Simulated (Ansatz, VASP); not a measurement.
## Two plane-wave programs on LiH

```xyz
2
Lattice="2.4770 -0.0554 -0.0554 -0.0554 2.4770 -0.0554 -0.0554 -0.0554 2.4770" Properties=species:S:1:pos:R:3 pbc="T T T"
Li    0.0000    0.0000    0.0000
H     1.1831    1.1831    1.1831
```

Change from the starting cell: epitaxial_111 strain +1.2%.

Alike in both runs: task single point; functional r2SCAN; k mesh 10 × 10 × 10; no spin polarisation.

|  | VASP | Ansatz |
| --- | --- | --- |
| version | VASP 6.6.1 | Ansatz 0.2.0 |
| potentials or method | VASP PAW PBE potentials, release 64 (Li_sv, H) | plane waves, PAW |
| plane-wave cutoff (eV) | 520 | 500 |
| occupations | gaussian, width 0.01 eV | fixed |
| valence electrons in the cell | 4 | 4 |

VASP gave:

* gap on the k mesh at the Fermi level (eV): 1.42

Estimate Ansatz's values.

gap on the k mesh at the Fermi level (eV): 1.24.

VASP's potentials were made for PBE, not for r2SCAN.

Noted on VASP's run: the cutoff is under 1.25 times that of the potentials, so the pressure is a little rough.
